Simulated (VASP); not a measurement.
# Ag (P1) in VASP: single point with PBE

Aim: the single point of Ag with PBE.

All numbers are computed with VASP 6.6.1; they aren't measurements. Logs are shortened: lines on timing, memory, paths and dates and some standing lists are left out, and cuts for length are marked.

## Step 1: The cell of the first run

The typed cell holds 4 atoms: a = 2.886 Å, b = 2.886 Å, c = 10.000 Å, α = 90.00°, β = 90.00°, γ = 120.00°.

## Step 2: Single point, PBE (atoms moved at random)

INCAR reads:

```
  PREC = Accurate
  ENCUT = 520
  EDIFF = 1E-6
  ISMEAR = -1
  SIGMA = 0.05
  LREAL = False
  LASPH = True
  NELM = 60
  ALGO = Fast
  ISIF = 2
  LWAVE = False
  LCHARG = False
  GGA = PE
  NBANDS = 30
```

KPOINTS reads:

```
Automatic mesh
0
Gamma
  11 11 3
```

POSCAR reads:

```
Ag
1.0
    2.8862000000      0.0000000000      0.0000000000
   -1.4431000000      2.4995225204      0.0000000000
    0.0000000000      0.0000000000     10.0000000000
Ag
4
Direct
   -0.0078490000     -0.0343750000      0.5008220000
    0.0011900000      0.0095540000      0.0064840000
    0.6680490000      0.3451560000      0.7518570000
    0.3382240000      0.6672080000      0.2479270000
```

Potentials or basis: VASP PAW PBE potentials, release 64 (Ag).

Launch:

```bash
> cat potpaw_PBE.64/Ag/POTCAR > POTCAR
> mpirun -np 1 vasp_std > vasp.out
```

OUTCAR:

```text
PREC = Accurate
   ENCUT = 520
   EDIFF = 1E-6
   ISMEAR = -1
   LREAL = False
   LASPH = True
   NELM = 60
   ISIF = 2
   GGA = PE

 ion  position               nearest neighbor table
   1  0.992  0.966  0.501-   3 2.95   4 3.00   4 3.01   3 3.03   3 3.07   4 3.08
   2  0.001  0.010  0.006-   4 2.92   4 2.93   4 2.95   3 3.04   3 3.04   3 3.05
   3  0.668  0.345  0.752-   1 2.95   1 3.03   2 3.04   2 3.04   2 3.05   1 3.07
   4  0.338  0.667  0.248-   2 2.92   2 2.93   2 2.95   1 3.00   1 3.01   1 3.08

  LATTYP: Found a hexagonal cell.
 ALAT       =     2.8862000000
 C/A-ratio  =     3.4647633567

  Lattice vectors:

 A1 = (   2.8862000000,   0.0000000000,   0.0000000000)
 A2 = (  -1.4431000000,   2.4995225204,   0.0000000000)
 A3 = (   0.0000000000,   0.0000000000,  10.0000000000)

Analysis of symmetry for initial positions (statically):
=====================================================================
 Subroutine PRICEL returns:
 Original cell was already a primitive cell.

 Routine SETGRP: Setting up the symmetry group for a
 hexagonal supercell.

 Subroutine GETGRP returns: Found  1 space group operations
 (whereof  1 operations were pure point group operations)
 out of a pool of 24 trial point group operations.

The static configuration has the point symmetry C_1 .

Analysis of symmetry for dynamics (positions and initial velocities):
=====================================================================
 Subroutine PRICEL returns:
 Original cell was already a primitive cell.

 Routine SETGRP: Setting up the symmetry group for a
 hexagonal supercell.

 Subroutine GETGRP returns: Found  1 space group operations
 (whereof  1 operations were pure point group operations)
 out of a pool of 24 trial point group operations.

The dynamic configuration has the point symmetry C_1 .

 Subroutine INISYM returns: Found  1 space group operations
 (whereof  1 operations are pure point group operations),
 and found     1 'primitive' translations

----------------------------------------------------------------------------------------

                                     Primitive cell

  volume of cell :      72.1412

  direct lattice vectors                    reciprocal lattice vectors
[... 88 lines left out ...]
   LASPH  =      T    aspherical Exc in radial PAW
   ENCUT  =  520.0 eV  38.22 Ry    6.18 a.u.   5.37  5.37 18.59*2*pi/ulx,y,z
   NELM   =     60;   NELMIN=  2; NELMDL= -5     # of ELM steps
   EDIFF  = 0.1E-05   stopping-criterion for ELM
   LREAL  =      F    real-space projection
   EDIFFG = 0.1E-04   stopping-criterion for IOM
   NSW    =      0    number of steps for IOM
   IBRION =     -1    ionic relax: 0-MD 1-quasi-New 2-CG
   NFREE  =      0    steps in history (QN), initial steepest desc. (CG)
   ISIF   =      2    stress and relaxation
   ISYM   =      2    0-nonsym 1-usesym 2-fastsym
   POTIM  = 0.5000    time-step for ionic-motion
   TEBEG  =    0.0;   TEEND  =   0.0 temperature during run
   PSTRESS=    0.0 pullay stress
   NELECT =      44.0000    total number of electrons
   NUPDOWN=      -1.0000    fix difference up-down
   EMIN   =  10.00;   EMAX   =-10.00  energy-range for DOS
   EFERMI =   0.00;   METHOD = LEGACY
   ISMEAR =    -1;   SIGMA  =   0.05  broadening in eV -4-tet -1-fermi 0-gaus
   EFERMI_NEDOS =   21; number of points for ismear=-14 and -15
   IALGO  =     68    algorithm
   IMIX   =      4    mixing-type and parameters
     AMIX     =   0.40;   BMIX     =  1.00
     AMIX_MAG =   1.60;   BMIX_MAG =  1.00
  volume/ion in A,a.u.               =      18.04       121.71
  Fermi-wavevector in a.u.,A,eV,Ry     =   1.388347  2.623595 26.225315  1.927506
  Thomas-Fermi vector in A             =   2.512481
   LORBIT       =      0    0 simple, 1 ext, 2 COOP (PROOUT), +10 PAW based schemes
   GGA     = PE    functional components
   LHFCALC =     F    Hartree Fock is set to
   AEXX    =    0.0000 exact exchange contribution
   IVDW    =     0    specifies the selected vdW correction
   LEPSILON=     F    determine dielectric tensor
   LRPA    =     F    only Hartree local field effects (RPA)
 non-spin polarized calculation
 RMM-DIIS sequential band-by-band and
  energy-cutoff  :      520.00
  volume of cell :       72.14
 maximum number of plane-waves:      1993
 NGX is ok and might be reduce to    24
   NGX = 11   NGY = 11   NGZ = 37

 number of electron      44.0000001 magnetization

 Free energy of the ion-electron system (eV)
  ---------------------------------------------------
  ext. energy  EPLUGINS =         0.00000000
  ---------------------------------------------------
  free energy    TOTEN  =       -10.82030701 eV

  energy without entropy =      -10.80581877  energy(sigma->0) =      -10.81306289

 E-fermi :   7.7344     XC(G=0): -11.8736

 val. band max:        7.7339391787   @ k =  -0.2727   0.4545   0.0000
 cond. band min:       7.7363002349   @ k =   0.0909   0.2727  -0.3333
 fundamental gap:      0.0023610562
 Fermi energy:         7.7344266700

 k-point     1 :       0.0000    0.0000    0.0000
  band No.  band energies     occupation
      1       0.3016      2.00000
      2       1.4446      2.00000
      3       1.4625      2.00000
      4       1.5582      2.00000
      5       2.8322      2.00000
      6       3.0532      2.00000
[... 781 lines left out ...]
     29      19.7427      0.00000
     30      19.9024      0.00000

 [... further k-points ...]

------------------------ aborting loop because EDIFF is reached ----------------------------------------

  FORCE on cell =-STRESS in cart. coord.  units (eV):
  Direction    XX          YY          ZZ          XY          YZ          ZX
  --------------------------------------------------------------------------------------
  -------------------------------------------------------------------------------------
  Total        0.3252154      0.3607262     -1.3080676      0.0222043     -0.0144281     -0.0169048
  in kB        7.2226780      8.0113331    -29.0507467      0.4931337     -0.3204313     -0.3754374
  external PRESSURE =      -4.6055785 kB  Pullay stress =       0.0000000 kB

 VOLUME and BASIS-vectors are now :
 -----------------------------------------------------------------------------
  energy-cutoff  :      520.00
  volume of cell :       72.14
      direct lattice vectors                 reciprocal lattice vectors
     2.886200000  0.000000000  0.000000000     0.346476336  0.200038206  0.000000000
    -1.443100000  2.499522520  0.000000000     0.000000000  0.400076411  0.000000000
     0.000000000  0.000000000 10.000000000     0.000000000  0.000000000  0.100000000

 POSITION                                       TOTAL-FORCE (eV/Angst)
 -----------------------------------------------------------------------------------
      1.47005      2.41360      5.00822        -0.012025      0.054651     -0.014589
     -0.01035      0.02388      0.06484         0.008896     -0.008346     -0.259945
      1.43003      0.86273      7.51857         0.008101     -0.036304      0.050149
      0.01333      1.66770      2.47927        -0.004973     -0.010002      0.224386
 -----------------------------------------------------------------------------------
    total drift:                                0.000057      0.000006      0.000059

  FREE ENERGIE OF THE ION-ELECTRON SYSTEM (eV)
  ---------------------------------------------------
  free  energy   TOTEN  =       -10.8203070103 eV

  energy  without entropy=      -10.8058187657  energy(sigma->0) =      -10.81306289
```

OSZICAR:

```text
N       E                     dE             d eps       ncg     rms          rms(c)
DAV:   1     0.292451932157E+03    0.29245E+03   -0.22560E+04 10952   0.144E+03
DAV:   2    -0.548998984333E+01   -0.29794E+03   -0.28203E+03 11214   0.330E+02
DAV:   3    -0.117410678127E+02   -0.62511E+01   -0.62165E+01 12632   0.546E+01
DAV:   4    -0.117696435821E+02   -0.28576E-01   -0.28571E-01 11718   0.357E+00
DAV:   5    -0.117699337051E+02   -0.29012E-03   -0.29012E-03 12626   0.392E-01    0.911E+00
RMM:   6    -0.108505586869E+02    0.91938E+00   -0.27685E+00 10920   0.111E+01    0.597E+00
RMM:   7    -0.108293646428E+02    0.21194E-01   -0.86541E-02 11292   0.183E+00    0.351E+00
RMM:   8    -0.108205014848E+02    0.88632E-02   -0.60859E-03 11626   0.555E-01    0.373E-01
RMM:   9    -0.108202770223E+02    0.22446E-03   -0.13387E-03 11873   0.232E-01    0.603E-02
RMM:  10    -0.108203043904E+02   -0.27368E-04   -0.12922E-04 12082   0.643E-02    0.617E-02
RMM:  11    -0.108203071961E+02   -0.28057E-05   -0.24086E-05 11942   0.316E-02    0.152E-02
RMM:  12    -0.108203070103E+02    0.18589E-06   -0.37345E-06  9284   0.118E-02
   1 F= -.10820307E+02 E0= -.10813063E+02  d E =-.144882E-01
```

stdout:

```text
POSCAR found type information on POSCAR Ag
 POSCAR found :  1 types and       4 ions
 scaLAPACK will be used
 LDA part: xc-table for (Slater+PW92), standard interpolation
 POSCAR, INCAR and KPOINTS ok, starting setup
 FFT: planning ... GRIDC
 FFT: planning ... GRID_SOFT
 FFT: planning ... GRID
 WAVECAR not read
 entering main loop
```

It took 2.2 min on 1 thread of Intel Xeon 6975P-C (Granite Rapids), shared host; peak memory 0.41 GiB.

Results:

```
Free energy            : -10.8203 eV
Pressure               : -0.5 GPa
Largest force          : 0.260 eV/Å
Band gap on the k mesh : zero (band 22 reaches 10.53 eV, above the bottom of band 23 at 4.60 eV)
```

Forces in eV/Å, atoms in the order of the input:
```
Ag  -0.012  0.055 -0.015
Ag   0.009 -0.008 -0.260
Ag   0.008 -0.036  0.050
Ag  -0.005 -0.010  0.224
```

Caveat: the cell differs from its parent crystal (atoms moved at random).
